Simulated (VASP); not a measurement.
# SnSe2 (P-3m1) in VASP: further runs

The runs below take SnSe2 through single point, relaxation of cell and atoms, with PBEsol.

All numbers are computed with VASP 6.6.1; they aren't measurements. Logs are shortened: lines on timing, memory, paths and dates and some standing lists are left out, and cuts for length are marked.

### 1 The cell of the first run

It takes space group P-3m1 (No. 164, trigonal). Conventional cell: a = 3.819 Å, b = 3.819 Å, c = 6.149 Å, α = 90.00°, β = 90.00°, γ = 120.00°. Within 3.6 Å of Sn (site symmetry -3m) lie 6 Se at 2.72 Å. Se (site symmetry 3m) has 3 Sn at 2.72 Å and 12 Se at 3.70 to 3.86 Å within 3.9 Å.

### 2 Single point, PBEsol

File INCAR:

```
ALGO = Normal ; EDIFF = 1E-6
ENCUT = 520 ; GGA = PS
ISIF = 2 ; ISMEAR = 0
LASPH = T ; LCHARG = F
LREAL = F ; LWAVE = F
NBANDS = 20 ; NELM = 80
PREC = Accurate ; SIGMA = 0.02
```

File KPOINTS:

```
k-points
0
Gamma
  12 12 6
```

File POSCAR:

```
SnSe2
1.0
    3.8190680203      0.0000000000      0.0000000000
   -1.9095340101      3.3074099243      0.0000000000
    0.0000000000      0.0000000000      6.1487672640
Sn Se
1 2
Direct
    0.0000000000      0.0000000000      0.0000000000
    0.3333333333      0.6666666667      0.2580319699
    0.6666666667      0.3333333333      0.7419680301
```

Potentials or basis: VASP PAW PBE potentials, release 64 (Sn_d, Se).

On the command line:

```sh
$ cat potpaw_PBE.64/Sn_d/POTCAR potpaw_PBE.64/Se/POTCAR > POTCAR
$ mpirun -np 1 vasp_std > vasp.out
```

OUTCAR:

```text
EDIFF = 1E-6
   ENCUT = 520
   GGA = PS
   ISIF = 2
   ISMEAR = 0
   LASPH = T
   LREAL = F
   NELM = 80
   PREC = Accurate

 ion  position               nearest neighbor table
   1  0.000  0.000  0.000-   2 2.72   3 2.72   2 2.72   3 2.72   3 2.72   2 2.72
   2  0.333  0.667  0.258-   1 2.72   1 2.72   1 2.72
   3  0.667  0.333  0.742-   1 2.72   1 2.72   1 2.72

  LATTYP: Found a hexagonal cell.
 ALAT       =     3.8190680203
 C/A-ratio  =     1.6100177403

  Lattice vectors:

 A1 = (   3.8190680203,   0.0000000000,   0.0000000000)
 A2 = (  -1.9095340101,   3.3074099243,   0.0000000000)
 A3 = (   0.0000000000,   0.0000000000,   6.1487672640)

Analysis of symmetry for initial positions (statically):
=====================================================================
 Subroutine PRICEL returns:
 Original cell was already a primitive cell.

 Routine SETGRP: Setting up the symmetry group for a
 hexagonal supercell.

 Subroutine GETGRP returns: Found 12 space group operations
 (whereof 12 operations were pure point group operations)
 out of a pool of 24 trial point group operations.

The static configuration has the point symmetry D_3d.

Analysis of symmetry for dynamics (positions and initial velocities):
=====================================================================
 Subroutine PRICEL returns:
 Original cell was already a primitive cell.

 Routine SETGRP: Setting up the symmetry group for a
 hexagonal supercell.

 Subroutine GETGRP returns: Found 12 space group operations
 (whereof 12 operations were pure point group operations)
 out of a pool of 24 trial point group operations.

The dynamic configuration has the point symmetry D_3d.

 Subroutine INISYM returns: Found 12 space group operations
 (whereof 12 operations are pure point group operations),
 and found     1 'primitive' translations

----------------------------------------------------------------------------------------

                                     Primitive cell

  volume of cell :      77.6665

  direct lattice vectors                    reciprocal lattice vectors
     3.819068020  0.000000000  0.000000000     0.261843988  0.151175697  0.000000000
    -1.909534010  3.307409924  0.000000000     0.000000000  0.302351394  0.000000000
     0.000000000  0.000000000  6.148767264     0.000000000  0.000000000  0.162634225

  length of vectors
     3.819068020  3.819068020  6.148767264     0.302351394  0.302351394  0.162634225

  position of ions in fractional coordinates (direct lattice)
     0.000000000  0.000000000  0.000000000
     0.333333333  0.666666667  0.258031970
     0.666666667  0.333333333  0.741968030

  ion indices of the primitive-cell ions
   primitive index   ion index
                 1           1
                 2           2
                 3           3

----------------------------------------------------------------------------------------

 KPOINTS: k-points

Automatic generation of k-mesh.
 Grid dimensions read from file:
 generate k-points for:   12   12    6

 Generating k-lattice:

  Cartesian coordinates                     Fractional coordinates (reciprocal lattice)
     0.021820332  0.012597975  0.000000000     0.083333333  0.000000000  0.000000000
     0.000000000  0.025195949  0.000000000     0.000000000  0.083333333  0.000000000
     0.000000000  0.000000000  0.027105704     0.000000000  0.000000000  0.166666667

  Length of vectors
     0.025195949  0.025195949  0.027105704

  Shift w.r.t. Gamma in fractional coordinates (k-lattice)
     0.000000000  0.000000000  0.000000000

 Subroutine IBZKPT returns following result:
 ===========================================

 Found    100 irreducible k-points:

 Following reciprocal coordinates:
            Coordinates               Weight
  0.000000  0.000000  0.000000      1.000000
  0.083333  0.000000  0.000000      6.000000
  0.166667  0.000000  0.000000      6.000000
  0.250000  0.000000  0.000000      6.000000
  0.333333  0.000000  0.000000      6.000000
  0.416667  0.000000  0.000000      6.000000
[... 16 lines left out ...]
  0.166667  0.000000  0.166667      6.000000
  0.000000  0.166667  0.166667      6.000000
 [... further k-points ...]
   k-points           NKPTS =    100   k-points in BZ     NKDIM =    100   number of bands    NBANDS=     20
   number of dos      NEDOS =    301   number of ions     NIONS =      3
   total plane-waves  NPLWV =  37632
   dimension x,y,z NGX =    28 NGY =   28 NGZ =   48
   dimension x,y,z NGXF=    56 NGYF=   56 NGZF=   96
   ions per type =               1   2
   NGX,Y,Z   is equivalent  to a cutoff of  12.19, 12.19, 12.98 a.u.
   NGXF,Y,Z  is equivalent  to a cutoff of  24.38, 24.38, 25.96 a.u.
 SYSTEM =  unknown system
   PREC   = accura    normal or accurate (medium, high low for compatibility)
   ISTART =      0    job   : 0-new  1-cont  2-samecut
   ICHARG =      2    charge: 1-file 2-atom 10-const
   ISPIN  =      1    spin polarized calculation?
[... 41 lines left out ...]
   NGX = 15   NGY = 15   NGZ = 23

 number of electron      26.0000006 magnetization

 Free energy of the ion-electron system (eV)
  ---------------------------------------------------
  ext. energy  EPLUGINS =         0.00000000
  ---------------------------------------------------
  free energy    TOTEN  =       -12.98387326 eV

  energy without entropy =      -12.98387326  energy(sigma->0) =      -12.98387326

 E-fermi :   4.2185     XC(G=0):  -9.6562

 val. band max:        4.0607922369   @ k =   0.0833   0.0833   0.0000
 cond. band min:       4.5401856996   @ k =   0.0000   0.4167   0.3333
 fundamental gap:      0.4793934627
 Fermi energy:         4.2184855179

 k-point     1 :       0.0000    0.0000    0.0000
  band No.  band energies     occupation
      1     -17.1295      2.00000
      2     -17.1295      2.00000
      3     -17.0920      2.00000
      4     -17.0797      2.00000
      5     -17.0797      2.00000
      6      -9.8299      2.00000
[... 12 lines left out ...]
     19      12.9778      0.00000
     20      12.9783      0.00000

 k-point     2 :       0.0833    0.0000    0.0000
  band No.  band energies     occupation
      1     -17.1324      2.00000
      2     -17.1269      2.00000
      3     -17.0901      2.00000
      4     -17.0815      2.00000
      5     -17.0795      2.00000
      6      -9.7618      2.00000
[... 12 lines left out ...]
     19      12.2642      0.00000
     20      13.0534      0.00000

 k-point     3 :       0.1667    0.0000    0.0000
  band No.  band energies     occupation
      1     -17.1410      2.00000
      2     -17.1202      2.00000
      3     -17.0880      2.00000
      4     -17.0826      2.00000
      5     -17.0783      2.00000
      6      -9.5619      2.00000
[... 12 lines left out ...]
     19      12.0868      0.00000
     20      13.2105      0.00000

 k-point     4 :       0.2500    0.0000    0.0000
  band No.  band energies     occupation
      1     -17.1540      2.00000
      2     -17.1132      2.00000
      3     -17.0933      2.00000
      4     -17.0746      2.00000
      5     -17.0746      2.00000
      6      -9.2460      2.00000
[... 12 lines left out ...]
     19      12.1509      0.00000
     20      13.5502      0.00000

 k-point     5 :       0.3333    0.0000    0.0000
  band No.  band energies     occupation
      1     -17.1678      2.00000
      2     -17.1090      2.00000
      3     -17.0986      2.00000
      4     -17.0679      2.00000
      5     -17.0659      2.00000
      6      -8.8495      2.00000
[... 12 lines left out ...]
     19      12.9111      0.00000
     20      13.8105      0.00000
[... 353 lines left out ...]
      6      -9.7165      2.00000
[... 12 lines left out ...]
     19      12.2485      0.00000
     20      13.0580      0.00000

 k-point    22 :       0.0000    0.0833    0.1667
  band No.  band energies     occupation
      1     -17.1324      2.00000
      2     -17.1269      2.00000
      3     -17.0901      2.00000
      4     -17.0815      2.00000
      5     -17.0795      2.00000
      6      -9.7165      2.00000
[... 12 lines left out ...]
     19      12.0908      0.00000
     20      12.7358      0.00000

 k-point    23 :       0.1667    0.0000    0.1667
  band No.  band energies     occupation
      1     -17.1410      2.00000
      2     -17.1202      2.00000
      3     -17.0880      2.00000
      4     -17.0826      2.00000
      5     -17.0783      2.00000
      6      -9.5177      2.00000
[... 12 lines left out ...]
     19      12.4543      0.00000
     20      12.7725      0.00000

 k-point    24 :       0.0000    0.1667    0.1667
  band No.  band energies     occupation
      1     -17.1410      2.00000
      2     -17.1202      2.00000
      3     -17.0880      2.00000
      4     -17.0826      2.00000
      5     -17.0783      2.00000
      6      -9.5174      2.00000
[... 12 lines left out ...]
     19      11.8720      0.00000
     20      12.9082      0.00000

 [... further k-points ...]

------------------------ aborting loop because EDIFF is reached ----------------------------------------

  FORCE on cell =-STRESS in cart. coord.  units (eV):
  Direction    XX          YY          ZZ          XY          YZ          ZX
  --------------------------------------------------------------------------------------
  -------------------------------------------------------------------------------------
  Total        0.0328721      0.0328721      0.0529213      0.0000000     -0.0000000      0.0000000
  in kB        0.6781167      0.6781167      1.0917102      0.0000000     -0.0000000      0.0000000
  external PRESSURE =       0.8159812 kB  Pullay stress =       0.0000000 kB

 VOLUME and BASIS-vectors are now :
 -----------------------------------------------------------------------------
  energy-cutoff  :      520.00
  volume of cell :       77.67
      direct lattice vectors                 reciprocal lattice vectors
     3.819068020  0.000000000  0.000000000     0.261843988  0.151175697  0.000000000
    -1.909534010  3.307409924  0.000000000     0.000000000  0.302351394  0.000000000
     0.000000000  0.000000000  6.148767264     0.000000000  0.000000000  0.162634225

 POSITION                                       TOTAL-FORCE (eV/Angst)
 -----------------------------------------------------------------------------------
      0.00000      0.00000      0.00000        -0.000000      0.000000      0.000000
     -0.00000      2.20494      1.58658        -0.000000     -0.000000      0.015066
      1.90953      1.10247      4.56219         0.000000      0.000000     -0.015066
 -----------------------------------------------------------------------------------
    total drift:                               -0.000000      0.000000      0.000000

  FREE ENERGIE OF THE ION-ELECTRON SYSTEM (eV)
  ---------------------------------------------------
  free  energy   TOTEN  =       -12.9838732603 eV

  energy  without entropy=      -12.9838732603  energy(sigma->0) =      -12.98387326
```

It took 54 s on 1 thread of AMD EPYC 9R45 (Zen 5), shared host; peak memory 0.26 GiB.

Results:

* Free energy: -12.9839 eV
* Pressure: 0.1 GPa
* Largest force: 0.015 eV/Å
* Band gap on the k mesh: 0.48 eV (least direct gap 0.97 eV)

Forces in eV/Å, atoms in the order of the input:
```
Sn   0.000  0.000  0.000
Se   0.000  0.000  0.015
Se   0.000  0.000 -0.015
```

Caveat: semilocal functionals underestimate gaps, and a narrow one can read as zero; the PAW data sets were made with another functional, which shifts forces and pressure a little; spin-orbit coupling is left out, which moves the levels of the heavy elements; this functional lacks dispersion, which binds layers or chains, so the pressure and a relaxed spacing across them are unreliable. A k mesh can miss the band edges.

### 3 Relaxation of cell and atoms, PBEsol

This run uses another cell than the first one, of 25.73 Å³/atom.

File INCAR:

```
SYSTEM = SnSe2
PREC     = Accurate       ! precision mode
ENCUT    = 600            ! plane-wave cutoff, eV
EDIFF    = 1E-6           ! SCF threshold, eV
ISMEAR   = 0              ! smearing method
SIGMA    = 0.02           ! smearing width, eV
LREAL    = .False.        ! projectors in reciprocal space
LASPH    = .True.         ! aspherical terms in the spheres
NELM     = 80             ! most SCF steps
ALGO     = Normal         ! electronic algorithm
ISIF     = 3              ! what is computed and relaxed
LWAVE    = .False.        ! write WAVECAR
LCHARG   = .False.        ! write CHGCAR
GGA      = PS             ! functional
IBRION   = 2              ! ionic algorithm
NSW      = 100            ! ionic steps
EDIFFG   = -0.005         ! ionic threshold
```

File KPOINTS:

```
regular mesh
0
Gamma
  12 12 6
  0 0 0
```

File POSCAR:

```
SnSe2
1.0
    3.8110000000      0.0000000000      0.0000000000
   -1.9055000000      3.3004228138      0.0000000000
    0.0000000000      0.0000000000      6.1360000000
Sn Se
1 2
Direct
    0.0000000000      0.0000000000      0.0000000000
    0.3333333333      0.6666666667      0.2490000000
    0.6666666667      0.3333333333      0.7510000000
```

Potentials or basis: VASP PAW PBE potentials, release 64 (Sn_d, Se).

On the command line:

```sh
$ cat potpaw_PBE.64/Sn_d/POTCAR potpaw_PBE.64/Se/POTCAR > POTCAR
$ mpirun -np 1 vasp_std > vasp.out
```

It took 11 min on 1 thread of AMD EPYC 9R45 (Zen 5), shared host; peak memory 0.3 GiB.

Results (log left out):

```yaml
Free_energy: -12.9841 eV
Relaxed_volume: 25.92 Å³/atom
Relaxed_cell: a = 3.821 Å, b = 3.821 Å, c = 6.151 Å, α = 90.00°, β = 90.00°, γ = 120.00°
Space_group_after_relaxing_to_0.1_Å: P-3m1 (No. 164)
Energy_gained_by_relaxing: 13.0 meV/atom
Ionic_steps: 21
Pressure_after_relaxing: 0.0 GPa
Largest_force_after_relaxing: 0.004 eV/Å
Band_gap_on_the_k_mesh: 0.47 eV (least direct gap 0.97 eV)
```

Forces in eV/Å, atoms in the order of the input:
```
Sn   0.000  0.000  0.000
Se   0.000  0.000 -0.004
Se   0.000  0.000  0.004
```

Step by step:
| step | energy change (eV) | largest force (eV/Å) | pressure (GPa) | volume (Å³) |
| --- | --- | --- | --- | --- |
| 1 | 0.0000 | 0.6244 | 2.64 | 77.18 |
| 2 | -0.0133 | 0.2770 | -2.39 | 82.01 |
| 3 | -0.0338 | 0.0966 | -0.37 | 79.83 |
| 4 | -0.0370 | 0.0487 | -0.21 | 79.39 |
| 5 | -0.0376 | 0.0119 | -0.06 | 79.06 |
| 6 | -0.0376 | 0.0153 | -0.09 | 79.10 |
| 7 | -0.0377 | 0.0338 | 0.05 | 78.92 |
| 8 | -0.0378 | 0.0393 | 0.09 | 78.87 |
| 9 | -0.0378 | 0.0379 | 0.07 | 78.85 |
| 10 | -0.0380 | 0.0333 | 0.04 | 78.78 |
| 11 | -0.0384 | 0.0242 | -0.05 | 78.65 |
| 12 | -0.0386 | 0.0069 | -0.21 | 78.39 |
| 13 | -0.0386 | 0.0084 | -0.16 | 78.30 |
| 14 | -0.0387 | 0.0130 | -0.11 | 78.05 |
| 15 | -0.0387 | 0.0229 | 0.04 | 77.55 |
| 16 | -0.0388 | 0.0187 | -0.02 | 77.78 |
| 17 | -0.0388 | 0.0176 | -0.05 | 77.83 |
| 18 | -0.0388 | 0.0180 | -0.02 | 77.80 |
| 19 | -0.0388 | 0.0140 | -0.02 | 77.79 |
| 20 | -0.0389 | 0.0009 | -0.03 | 77.77 |
| 21 | -0.0389 | 0.0039 | -0.02 | 77.77 |

Final structure:
```
Sn Se
1.0
     3.82078    0.00000    0.00000
    -1.91039    3.30889    0.00000
     0.00000    0.00000    6.15108
Sn Se
1 2
Direct
  0.00000 0.00000 0.00000
  0.33333 0.66667 0.25819
  0.66667 0.33333 0.74181
```

Levels at points of the mesh, in eV from the valence-band top:
```tsv
k point	band 10	band 11	band 12	band 13	band 14	band 15	band 16	band 17
(0.00, 0.00, 0.00)	-0.61	-0.37	-0.37	-0.14	0.83	2.93	4.55	4.55
(0.50, 0.00, 0.00)	-3.08	-2.55	-1.47	-0.31	1.09	3.55	5.10	5.11
(0.00, 0.00, 0.50)	-0.73	-0.73	-0.17	-0.17	2.41	2.82	4.25	4.25
(0.50, 0.00, 0.50)	-2.33	-2.06	-0.96	-0.78	0.61	3.93	4.54	5.64
```

Caveat: semilocal functionals underestimate gaps, and a narrow one can read as zero; the PAW data sets were made with another functional, which shifts forces and pressure a little; spin-orbit coupling is left out, which moves the levels of the heavy elements; this functional lacks dispersion, which binds layers or chains, so the pressure and a relaxed spacing across them are unreliable. A k mesh can miss the band edges.

### 4 Relaxation of cell and atoms, PBEsol

File INCAR:

```
PREC = Accurate ; ENCUT = 600
EDIFF = 1E-7 ; ISMEAR = 0
SIGMA = 0.02 ; LREAL = F
LASPH = T ; NELM = 60
ALGO = Normal ; ISIF = 3
LWAVE = F ; LCHARG = F
GGA = PS ; IBRION = 2
NSW = 100 ; EDIFFG = -0.005
```

File KPOINTS:

```
regular mesh
0
Gamma
  12 12 6
```

File POSCAR:

```
SnSe2
1.0
    3.8190680203      0.0000000000      0.0000000000
   -1.9095340101      3.3074099243      0.0000000000
    0.0000000000      0.0000000000      6.1487672640
Sn Se
1 2
Direct
    0.0000000000      0.0000000000      0.0000000000
    0.3333333333      0.6666666667      0.2580319699
    0.6666666667      0.3333333333      0.7419680301
```

On the command line:

```sh
$ cat potpaw_PBE.64/Sn_d/POTCAR potpaw_PBE.64/Se/POTCAR > POTCAR
$ mpirun -np 1 vasp_std > vasp.out
```

Wall time 2.9 min (1 thread of AMD EPYC 9R45 (Zen 5), shared host); peak memory 0.3 GiB.

Results (log left out):

| Property | Result |
| --- | --- |
| Free energy | -12.9841 eV |
| Relaxed volume | 25.92 Å³/atom |
| Relaxed cell | a = 3.820 Å, b = 3.820 Å, c = 6.152 Å, α = 90.00°, β = 90.00°, γ = 120.00° |
| Space group after relaxing (to 0.1 Å) | P-3m1 (No. 164) |
| Energy gained by relaxing | 0.0 meV/atom |
| Ionic steps | 3 |
| Pressure after relaxing | 0.0 GPa |
| Band gap on the k mesh | 0.48 eV (least direct gap 0.97 eV) |

Final structure:
```cif
data_structure
_symmetry_space_group_name_H-M 'P 1'
_symmetry_Int_Tables_number 1
_cell_length_a 3.8203
_cell_length_b 3.8203
_cell_length_c 6.1519
_cell_angle_alpha 90.000
_cell_angle_beta 90.000
_cell_angle_gamma 120.000
_cell_volume 77.75
loop_
_atom_site_label
_atom_site_type_symbol
_atom_site_fract_x
_atom_site_fract_y
_atom_site_fract_z
_atom_site_occupancy
Sn1 Sn 0.00000 0.00000 0.00000 1
Se1 Se 0.33333 0.66667 0.25810 1
Se2 Se 0.66667 0.33333 0.74190 1
```

Levels at points of the mesh, in eV from the valence-band top:
```tsv
k point	band 9	band 10	band 11	band 12	band 13	band 14	band 15	band 16	band 17
(0.00, 0.00, 0.00)	-0.61	-0.61	-0.37	-0.37	-0.14	0.83	2.93	4.55	4.55
(0.50, 0.00, 0.00)	-4.40	-3.08	-2.55	-1.47	-0.31	1.09	3.56	5.10	5.11
(0.00, 0.00, 0.50)	-2.30	-0.73	-0.73	-0.17	-0.17	2.42	2.82	4.25	4.25
(0.50, 0.00, 0.50)	-4.93	-2.33	-2.06	-0.96	-0.78	0.61	3.94	4.55	5.64
```

Caveat: semilocal functionals underestimate gaps, and a narrow one can read as zero; the PAW data sets were made with another functional, which shifts forces and pressure a little; spin-orbit coupling is left out, which moves the levels of the heavy elements; this functional lacks dispersion, which binds layers or chains, so the pressure and a relaxed spacing across them are unreliable.

### 5 Overview

```tsv
task	cell	cutoff (eV)	gap on the mesh (eV)	pressure (GPa)	relaxed volume (Å³/atom)
single point	a = 3.819, b = 3.819, c = 6.149 Å, angles 90.0, 90.0, 120.0°, 3 atoms, atomic positions A	520	0.48	0.1	-
relaxation of cell and atoms	relaxed from a = 3.811, b = 3.811, c = 6.136 Å, angles 90.0, 90.0, 120.0°, 3 atoms, atomic positions B	600	0.47	0.0	25.92
relaxation of cell and atoms	relaxed from a = 3.819, b = 3.819, c = 6.149 Å, angles 90.0, 90.0, 120.0°, 3 atoms, atomic positions A	600	0.48	0.0	25.92
```

Alike in all rows: level PBEsol; potentials or basis VASP PAW PBE potentials, release 64 (Sn_d, Se); no spin polarisation; k mesh 12 × 12 × 6; smearing gaussian 0.02 eV.

Caveats: semilocal functionals underestimate gaps, and a narrow one can read as zero; the PAW data sets were made with another functional, which shifts forces and pressure a little; spin-orbit coupling is left out, which moves the levels of the heavy elements; this functional lacks dispersion, which binds layers or chains, so the pressure and a relaxed spacing across them are unreliable.

Absolute energies hang on the potentials; compare differences alone.
